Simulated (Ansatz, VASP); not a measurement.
GaN in VASP and in Ansatz

```
Ga N
1.0
     0.00000    2.25350    2.25350
     2.25350    0.00000    2.25350
     2.25350    2.25350    0.00000
Ga N
1 1
Direct
  0.00000 0.00000 0.00000
  0.25000 0.25000 0.25000
```

Alike in both runs: task single point; functional r2SCAN; k mesh 8 × 8 × 8; no spin polarisation.

```csv
,VASP,Ansatz
version,VASP 6.6.1,Ansatz 0.2.0
potentials or method,"VASP PAW PBE potentials, release 64 (Ga_d, N)","plane waves, PAW"
plane-wave cutoff (eV),660,500
occupations,"gaussian, width 0.01 eV",fixed
valence electrons in the cell,18,18
```

```csv
,VASP,Ansatz,Ansatz less VASP
gap on the k mesh at the Fermi level (eV),2.12,2.13,+0.008
pressure (GPa),-0.1,-1.2,-1.13
```

VASP's potentials were made for PBE, not for r2SCAN.
